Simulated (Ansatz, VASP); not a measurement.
## One calculation of Te5Pd, two programs

```
Te Pd
1.0
     5.83975    0.00000    0.00000
    -2.91987    5.05737    0.00000
     0.00000    0.00000    6.39734
Te Pd
5 1
Direct
  0.33333 0.66667 0.00000
  0.66667 0.33333 0.00000
  0.50000 0.00000 0.50000
  0.50000 0.50000 0.50000
  0.00000 0.50000 0.50000
  0.00000 0.00000 0.00000
```

Change from the starting cell: species swapped into the LaCo5 type (P6/mmm, No. 191).

Alike in both runs: functional PBE; k mesh 6 × 6 × 6; occupations gaussian, width 0.1 eV; no spin polarisation.

Ansatz relaxed the structure, and its values are those at the end. VASP's run is a single point on that final structure, the one shown.

|  | VASP | Ansatz |
| --- | --- | --- |
| version | VASP 6.6.1 | Ansatz 0.2.0 |
| potentials or method | VASP PAW PBE potentials, release 64 (Te, Pd), cutoff 520 eV | scalar-relativistic, plane waves, PAW |
| valence electrons in the cell | 40 | 98 |

```tsv
	VASP	Ansatz	Ansatz less VASP
gap on the k mesh at the Fermi level (eV)	none	none	-
pressure (GPa)	0.0	0.0	+0.05
```

A gap of «none» marks a metal or a gap that the smearing closes. The functional is the same, so the differences come from potentials, cutoffs and numerics. VASP's potentials hold 40 valence electrons a cell and Ansatz's 98, so a difference there can come from the potentials and not from the codes.

Neither program's run includes spin-orbit coupling.
